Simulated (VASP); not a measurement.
Set up this calculation in VASP 6.6.1, as the native input.

```
Task                    : single point
Functional              : PBEsol
Potentials or basis     : VASP PAW PBE potentials, release 64 (Rh_pv)
Cutoff                  : 520 eV
k mesh                  : 17 × 17 × 17
Occupations             : fermi-dirac, width 0.05 eV
Spin                    : no spin polarisation
Dipole correction       : no
k mesh for the DOS      : 26 × 26 × 26
Occupations for the DOS : tetrahedron
Further INCAR settings  : ALGO = Normal; EDIFF = 1e-06; NBANDS = 14
```

Rh:

```
CELL_PARAMETERS angstrom
0.00000 1.89000 1.89000
1.89000 0.00000 1.89000
1.89000 1.89000 0.00000
ATOMIC_POSITIONS crystal
Rh 0.00000 0.00000 0.00000
```

One way to write it, as run:

POSCAR

```
Rh
1.0
    0.0000000000      1.8899992388      1.8899992388
    1.8899992388      0.0000000000      1.8899992388
    1.8899992388      1.8899992388      0.0000000000
Rh
1
Direct
    0.0000000000      0.0000000000      0.0000000000
```

INCAR.step1

```
SYSTEM = Rh
PREC = Accurate ; ENCUT = 520
EDIFF = 1E-6 ; ISMEAR = -1
SIGMA = 0.05 ; LREAL = .False.
LASPH = .True. ; NELM = 80
ALGO = Normal ; ISIF = 2
LWAVE = .False. ; LCHARG = .True.
LMAXMIX = 4 ; GGA = PS
NBANDS = 14
```

KPOINTS.step1

```
regular mesh
0
Gamma
  17 17 17
  0 0 0
```

INCAR.step2

```
SYSTEM = Rh
PREC = Accurate ; ENCUT = 520
EDIFF = 1E-6 ; ISMEAR = -5
SIGMA = 0.05 ; LREAL = .False.
LASPH = .True. ; NELM = 80
ALGO = Normal ; ISIF = 2
LWAVE = .False. ; LCHARG = .False.
LMAXMIX = 4 ; GGA = PS
LORBIT = 10 ; NBANDS = 14
NEDOS = 2001 ; ICHARG = 11
```

KPOINTS.step2

```
regular mesh
0
Gamma
  26 26 26
  0 0 0
```

Potentials or basis: VASP PAW PBE potentials, release 64 (Rh_pv).

Run with:

```bash
$ cat potpaw_PBE.64/Rh_pv/POTCAR > POTCAR
$ cp INCAR.step1 INCAR
$ cp KPOINTS.step1 KPOINTS
$ mpirun -np 1 vasp_std > vasp.out
$ cp INCAR.step2 INCAR
$ cp KPOINTS.step2 KPOINTS
$ mpirun -np 1 vasp_std > vasp.out
```

Results of the run:

```json
{"Valence electrons inside the program's atomic spheres": "Rh 13.81"}
```

Run time: 120 s on 1 thread of Intel Xeon 8259CL, with other jobs on the host, peak memory 0.2 GiB.
